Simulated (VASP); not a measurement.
Runs of VASP 6.6.1 on InSb2As3. The structure is that of space group Fd-3m (No. 227), or close to it. The cells are those of the table. 

```tsv
task	cell	k mesh	cutoff (eV)	gap on the mesh (eV)	pressure (GPa)
relaxation of cell and atoms	relaxed from a = 7.602 Å, angles 60.0°, 12 atoms	4 × 4 × 4	600	none	-0.1
single point	a = 8.512 Å, angles 60.0°, 12 atoms	4 × 4 × 4	520	none	(a)
single point	a = 8.526 Å, angles 60.0°, 12 atoms	6 × 6 × 6	520	none	0.0
single point	a = 7.602 Å, angles 60.0°, 12 atoms	4 × 4 × 4	520	none	24.3
```

Alike in all rows: level PBE; potentials or basis VASP PAW PBE potentials, release 64 (In_d, Sb, As); no spin polarisation; smearing gaussian 0.1 eV.

Q: Estimate the missing entries.

A: (a) 0.1.

Caveats: spin-orbit coupling is left out, which moves the levels of the heavy elements.

A k mesh can miss the band edges, and the runs leave out spin-orbit coupling on As, In, Sb.

A gap of «none» marks levels without a gap at the run's occupations.
